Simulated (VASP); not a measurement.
# MgO (Fm-3m) in VASP: a series of runs

MgO is run at these levels: r2SCAN; tasks: single point.

Program: VASP 6.6.1. These are calculated values, not measurements. Logs are shortened: lines on timing, memory, paths and dates and some standing lists are left out, and cuts for length are marked.

**What was measured.**

“Electronic structure of alkaline earth and post-transition metal oxides”, 2009, arxiv:0908.1581 quotes, for a bulk crystal of MgO: band gap 7.83 eV.

The results are compared with them further down.

### Step 1. The cell of the first run

It takes space group Fm-3m (No. 225, cubic). Conventional cell: a = 4.119 Å, b = 4.119 Å, c = 4.119 Å, α = 90.00°, β = 90.00°, γ = 90.00°. Mg (site symmetry m-3m) has 6 O at 2.06 Å within 2.7 Å. O (site symmetry m-3m) has 6 Mg at 2.06 Å within 2.7 Å.

### Step 2. Single point, r2SCAN (volume scaled by 0.94)

POSCAR

```
MgO
1.0
    0.0000000000      2.0592549464      2.0592549464
    2.0592549464      0.0000000000      2.0592549464
    2.0592549464      2.0592549464      0.0000000000
Mg O
1 1
Direct
    0.0000000000      0.0000000000      0.0000000000
    0.5000000000      0.5000000000      0.5000000000
```

INCAR.step1

```
SYSTEM = MgO
PREC = Accurate ; ENCUT = 520
ISMEAR = 0 ; SIGMA = 0.02
LREAL = .False. ; LASPH = .True.
NELM = 80 ; NBANDS = 11
GGA = PE ; ALGO = Normal
EDIFF = 1E-4 ; LWAVE = .True.
LCHARG = .False.
```

INCAR.step2

```
SYSTEM = MgO
PREC = Accurate ; ENCUT = 520
EDIFF = 1E-6 ; ISMEAR = 0
SIGMA = 0.02 ; LREAL = .False.
LASPH = .True. ; NELM = 80
ALGO = Normal ; ISIF = 2
LWAVE = .False. ; LCHARG = .False.
METAGGA = R2SCAN ; LMIXTAU = .True.
NBANDS = 11 ; ISTART = 1
```

KPOINTS

```
regular mesh
0
Gamma
  10 10 10
  0 0 0
```

Potentials or basis: VASP PAW PBE potentials, release 64 (Mg, O).

Command:

```sh
$ cat potpaw_PBE.64/Mg/POTCAR potpaw_PBE.64/O/POTCAR > POTCAR
$ cp INCAR.step1 INCAR
$ mpirun -np 1 vasp_std > vasp.out
$ cp INCAR.step2 INCAR
$ mpirun -np 1 vasp_std > vasp.out
```

OUTCAR:

```text
SYSTEM = MgO
   PREC = Accurate
   ENCUT = 520
   EDIFF = 1E-6
   ISMEAR = 0
   LREAL = .False.
   LASPH = .True.
   NELM = 80
   ISIF = 2
   METAGGA = R2SCAN
   ISTART = 1

 ion  position               nearest neighbor table
   1  0.000  0.000  0.000-   2 2.06   2 2.06   2 2.06   2 2.06   2 2.06   2 2.06
   2  0.500  0.500  0.500-   1 2.06   1 2.06   1 2.06   1 2.06   1 2.06   1 2.06

  LATTYP: Found a face centered cubic cell.
 ALAT       =     4.1185098928

  Lattice vectors:

 A1 = (   0.0000000000,   2.0592549464,   2.0592549464)
 A2 = (   2.0592549464,   0.0000000000,   2.0592549464)
 A3 = (   2.0592549464,   2.0592549464,   0.0000000000)

Analysis of symmetry for initial positions (statically):
=====================================================================
 Subroutine PRICEL returns:
 Original cell was already a primitive cell.

 Routine SETGRP: Setting up the symmetry group for a
 face centered cubic supercell.

 Subroutine GETGRP returns: Found 48 space group operations
 (whereof 48 operations were pure point group operations)
 out of a pool of 48 trial point group operations.

The static configuration has the point symmetry O_h .

Analysis of symmetry for dynamics (positions and initial velocities):
=====================================================================
 Subroutine PRICEL returns:
 Original cell was already a primitive cell.

 Routine SETGRP: Setting up the symmetry group for a
 face centered cubic supercell.

 Subroutine GETGRP returns: Found 48 space group operations
 (whereof 48 operations were pure point group operations)
 out of a pool of 48 trial point group operations.

The dynamic configuration has the point symmetry O_h .

 Subroutine INISYM returns: Found 48 space group operations
 (whereof 48 operations are pure point group operations),
 and found     1 'primitive' translations

----------------------------------------------------------------------------------------

                                     Primitive cell

  volume of cell :      17.4647

  direct lattice vectors                    reciprocal lattice vectors
     0.000000000  2.059254946  2.059254946    -0.242806264  0.242806264  0.242806264
     2.059254946  0.000000000  2.059254946     0.242806264 -0.242806264  0.242806264
     2.059254946  2.059254946  0.000000000     0.242806264  0.242806264 -0.242806264

  length of vectors
     2.912226274  2.912226274  2.912226274     0.420552786  0.420552786  0.420552786

  position of ions in fractional coordinates (direct lattice)
     0.000000000  0.000000000  0.000000000
     0.500000000  0.500000000  0.500000000

  ion indices of the primitive-cell ions
   primitive index   ion index
                 1           1
                 2           2

----------------------------------------------------------------------------------------

 KPOINTS: regular mesh

Automatic generation of k-mesh.
 Grid dimensions read from file:
 generate k-points for:   10   10   10

 Generating k-lattice:

  Cartesian coordinates                     Fractional coordinates (reciprocal lattice)
    -0.024280626  0.024280626  0.024280626     0.100000000  0.000000000  0.000000000
     0.024280626 -0.024280626  0.024280626     0.000000000  0.100000000  0.000000000
     0.024280626  0.024280626 -0.024280626     0.000000000  0.000000000  0.100000000

  Length of vectors
     0.042055279  0.042055279  0.042055279

  Shift w.r.t. Gamma in fractional coordinates (k-lattice)
     0.000000000  0.000000000  0.000000000

 Subroutine IBZKPT returns following result:
 ===========================================

 Found     47 irreducible k-points:

 Following reciprocal coordinates:
            Coordinates               Weight
  0.000000  0.000000  0.000000      1.000000
  0.100000  0.000000  0.000000      8.000000
  0.200000  0.000000  0.000000      8.000000
  0.300000  0.000000  0.000000      8.000000
  0.400000  0.000000  0.000000      8.000000
  0.500000  0.000000  0.000000      4.000000
[... 16 lines left out ...]
  0.300000  0.300000  0.000000      6.000000
  0.400000  0.300000  0.000000     24.000000
 [... further k-points ...]
   k-points           NKPTS =     47   k-points in BZ     NKDIM =     47   number of bands    NBANDS=     11
   number of dos      NEDOS =    301   number of ions     NIONS =      2
   total plane-waves  NPLWV =  13824
   dimension x,y,z NGX =    24 NGY =   24 NGZ =   24
   dimension x,y,z NGXF=    48 NGYF=   48 NGZF=   48
   ions per type =               1   1
   NGX,Y,Z   is equivalent  to a cutoff of  13.70, 13.70, 13.70 a.u.
   NGXF,Y,Z  is equivalent  to a cutoff of  27.40, 27.40, 27.40 a.u.
 SYSTEM =  MgO
   PREC   = accura    normal or accurate (medium, high low for compatibility)
   ISTART =      1    job   : 0-new  1-cont  2-samecut
   ICHARG =      0    charge: 1-file 2-atom 10-const
   ISPIN  =      1    spin polarized calculation?
   LNONCOLLINEAR =      F non collinear calculations
   LSORBIT =      F    spin-orbit coupling
   LASPH  =      T    aspherical Exc in radial PAW
   ENCUT  =  520.0 eV  38.22 Ry    6.18 a.u.   5.41  5.41  5.41*2*pi/ulx,y,z
   NELM   =     80;   NELMIN=  2; NELMDL=  0     # of ELM steps
   EDIFF  = 0.1E-05   stopping-criterion for ELM
   LREAL  =      F    real-space projection
   EDIFFG = 0.1E-04   stopping-criterion for IOM
   NSW    =      0    number of steps for IOM
   IBRION =     -1    ionic relax: 0-MD 1-quasi-New 2-CG
   NFREE  =      0    steps in history (QN), initial steepest desc. (CG)
   ISIF   =      2    stress and relaxation
   ISYM   =      2    0-nonsym 1-usesym 2-fastsym
   POTIM  = 0.5000    time-step for ionic-motion
   TEBEG  =    0.0;   TEEND  =   0.0 temperature during run
   PSTRESS=    0.0 pullay stress
   NELECT =       8.0000    total number of electrons
   NUPDOWN=      -1.0000    fix difference up-down
   EMIN   =  10.00;   EMAX   =-10.00  energy-range for DOS
   EFERMI =   0.00;   METHOD = LEGACY
   ISMEAR =     0;   SIGMA  =   0.02  broadening in eV -4-tet -1-fermi 0-gaus
   EFERMI_NEDOS =   21; number of points for ismear=-14 and -15
   IALGO  =     38    algorithm
   IMIX   =      4    mixing-type and parameters
     AMIX     =   0.40;   BMIX     =  1.00
     AMIX_MAG =   1.60;   BMIX_MAG =  1.00
  volume/ion in A,a.u.               =       8.73        58.93
  Fermi-wavevector in a.u.,A,eV,Ry     =   1.261977  2.384790 21.668441  1.592585
  Thomas-Fermi vector in A             =   2.395408
   LORBIT       =      0    0 simple, 1 ext, 2 COOP (PROOUT), +10 PAW based schemes
   METAGGA = R2SCAN    functional components
   LHFCALC =     F    Hartree Fock is set to
   AEXX    =    0.0000 exact exchange contribution
   IVDW    =     0    specifies the selected vdW correction
   LEPSILON=     F    determine dielectric tensor
   LRPA    =     F    only Hartree local field effects (RPA)
 non-spin polarized calculation
 Gauss-broadening in eV      SIGMA  =   0.02
  energy-cutoff  :      520.00
  volume of cell :       17.46
 maximum number of plane-waves:       495
 NGX is ok and might be reduce to    24
   NGX = 11   NGY = 11   NGZ = 11

 number of electron       7.9999997 magnetization

 Free energy of the ion-electron system (eV)
  ---------------------------------------------------
  ext. energy  EPLUGINS =         0.00000000
  ---------------------------------------------------
  free energy    TOTEN  =       -16.12872546 eV

  energy without entropy =      -16.12872546  energy(sigma->0) =      -16.12872546

 E-fermi :   3.5078     XC(G=0): -11.9461

 val. band max:        3.2897338644   @ k =   0.0000   0.0000   0.0000
 cond. band min:       9.6055123980   @ k =   0.0000   0.0000   0.0000
 fundamental gap:      6.3157785337
 Fermi energy:         3.5078004442

 k-point     1 :       0.0000    0.0000    0.0000
  band No.  band energies     occupation
      1     -15.2684      2.00000
      2       3.2897      2.00000
      3       3.2897      2.00000
      4       3.2897      2.00000
      5       9.6055      0.00000
      6      20.5190      0.00000
      7      20.5190      0.00000
      8      20.5190      0.00000
      9      24.8627      0.00000
     10      26.7060      0.00000
     11      26.7060      0.00000

 k-point     2 :       0.1000    0.0000    0.0000
  band No.  band energies     occupation
      1     -15.1525      2.00000
      2       2.6424      2.00000
      3       3.2117      2.00000
      4       3.2118      2.00000
      5      10.2173      0.00000
      6      19.2587      0.00000
      7      20.7975      0.00000
      8      20.7975      0.00000
      9      26.0768      0.00000
     10      26.0768      0.00000
     11      26.6751      0.00000

 k-point     3 :       0.2000    0.0000    0.0000
  band No.  band energies     occupation
      1     -14.8312      2.00000
      2       1.2560      2.00000
      3       3.0143      2.00000
      4       3.0143      2.00000
      5      11.4208      0.00000
      6      17.7726      0.00000
      7      21.4002      0.00000
      8      21.4002      0.00000
      9      25.4137      0.00000
     10      25.4138      0.00000
     11      28.1483      0.00000

 k-point     4 :       0.3000    0.0000    0.0000
  band No.  band energies     occupation
      1     -14.3965      2.00000
      2      -0.1769      2.00000
      3       2.7824      2.00000
      4       2.7824      2.00000
      5      12.3004      0.00000
      6      17.2719      0.00000
      7      21.6723      0.00000
      8      21.6723      0.00000
      9      25.8853      0.00000
     10      25.8853      0.00000
     11      27.6008      0.00000
[... 239 lines left out ...]
 k-point    22 :      -0.2000    0.2000    0.0000
  band No.  band energies     occupation
      1     -14.2689      2.00000
      2       0.0343      2.00000
      3       1.8379      2.00000
      4       2.7713      2.00000
      5      13.3838      0.00000
      6      16.6054      0.00000
      7      20.3719      0.00000
      8      23.1657      0.00000
      9      23.4092      0.00000
     10      26.8747      0.00000
     11      30.9390      0.00000

 k-point    23 :       0.3000    0.3000    0.0000
  band No.  band energies     occupation
      1     -14.1783      2.00000
      2      -0.0447      2.00000
      3       2.2639      2.00000
      4       2.2639      2.00000
      5      13.8965      0.00000
      6      14.8125      0.00000
      7      19.6936      0.00000
      8      23.3450      0.00000
      9      23.3450      0.00000
     10      29.5727      0.00000
     11      33.7396      0.00000

 k-point    24 :       0.4000    0.3000    0.0000
  band No.  band energies     occupation
      1     -13.9063      2.00000
      2      -0.5190      2.00000
      3       1.8699      2.00000
      4       2.1009      2.00000
      5      14.3581      0.00000
      6      14.8876      0.00000
      7      18.8278      0.00000
      8      23.6961      0.00000
      9      23.9359      0.00000
     10      30.4492      0.00000
     11      33.2135      0.00000

 [... further k-points ...]
[... 5 lines left out ...]
  --------------------------------------------------------------------------------------
  -------------------------------------------------------------------------------------
  Total        1.1530399      1.1530399      1.1530399      0.0000000      0.0000000     -0.0000000
  in kB      105.7778115    105.7778115    105.7778115      0.0000000      0.0000000     -0.0000000
  external PRESSURE =     105.7778115 kB  Pullay stress =       0.0000000 kB

 VOLUME and BASIS-vectors are now :
 -----------------------------------------------------------------------------
  energy-cutoff  :      520.00
  volume of cell :       17.46
      direct lattice vectors                 reciprocal lattice vectors
     0.000000000  2.059254946  2.059254946    -0.242806264  0.242806264  0.242806264
     2.059254946  0.000000000  2.059254946     0.242806264 -0.242806264  0.242806264
     2.059254946  2.059254946  0.000000000     0.242806264  0.242806264 -0.242806264

 POSITION                                       TOTAL-FORCE (eV/Angst)
 -----------------------------------------------------------------------------------
      0.00000      0.00000      0.00000        -0.000000     -0.000000      0.000000
      2.05925      2.05925      2.05925         0.000000      0.000000     -0.000000
 -----------------------------------------------------------------------------------
    total drift:                               -0.000000     -0.000000      0.000000

  FREE ENERGIE OF THE ION-ELECTRON SYSTEM (eV)
  ---------------------------------------------------
  free  energy   TOTEN  =       -16.1287254608 eV

  energy  without entropy=      -16.1287254608  energy(sigma->0) =      -16.12872546
```

Run time: 18 s. Hardware: 1 thread of Intel Xeon Platinum 8488C (Sapphire Rapids), shared host; peak memory 0.15 GiB.

Results:

- Free energy: -16.1287 eV
- Pressure: 10.6 GPa
- Band gap on the k mesh: 6.32 eV, direct

Caveat: the PAW data sets were made with another functional, which shifts forces and pressure a little.

### Step 3. Single point, r2SCAN (volume scaled by 0.97)

POSCAR

```
MgO
1.0
    0.0000000000      2.0809329073      2.0809329073
    2.0809329073      0.0000000000      2.0809329073
    2.0809329073      2.0809329073      0.0000000000
Mg O
1 1
Direct
    0.0000000000      0.0000000000      0.0000000000
    0.5000000000      0.5000000000      0.5000000000
```

INCAR.step1

```
ALGO = Normal ; EDIFF = 1E-4
ENCUT = 520 ; GGA = PE
ISMEAR = 0 ; LASPH = True
LCHARG = False ; LREAL = False
LWAVE = True ; NBANDS = 11
NELM = 60 ; PREC = Accurate
SIGMA = 0.02
```

INCAR.step2

```
ALGO = Normal ; EDIFF = 1E-6
ENCUT = 520 ; ISIF = 2
ISMEAR = 0 ; ISTART = 1
LASPH = True ; LCHARG = False
LMIXTAU = True ; LREAL = False
LWAVE = False ; METAGGA = R2SCAN
NBANDS = 11 ; NELM = 60
PREC = Accurate ; SIGMA = 0.02
```

KPOINTS

```
k-points
0
Gamma
  10 10 10
```

Potentials or basis: VASP PAW PBE potentials, release 64 (Mg, O).

Command:

```sh
$ cat potpaw_PBE.64/Mg/POTCAR potpaw_PBE.64/O/POTCAR > POTCAR
$ cp INCAR.step1 INCAR
$ mpirun -np 1 vasp_std > vasp.out
$ cp INCAR.step2 INCAR
$ mpirun -np 1 vasp_std > vasp.out
```

Wall time 19 s (1 thread of Intel Xeon Platinum 8488C (Sapphire Rapids), shared host); peak memory 0.15 GiB.

Results (log left out):

| Item | Value |
| --- | --- |
| Free energy | -16.1551 eV |
| Pressure | 4.3 GPa |
| Band gap on the k mesh | 5.98 eV, direct |

Levels at points of the mesh, in eV from the valence-band top:
```tsv
k point	band 2	band 3	band 4	band 5	band 6	band 7
(0.00, 0.00, 0.00)	0.00	0.00	0.00	5.98	17.05	17.05
(0.50, 0.00, 0.00)	-4.77	-0.71	-0.71	9.04	14.24	17.81
(0.50, 0.50, 0.00)	-4.25	-1.43	-1.43	10.08	11.47	14.70
```

Caveat: the PAW data sets were made with another functional, which shifts forces and pressure a little.

(Continued in part 2 of 2.)
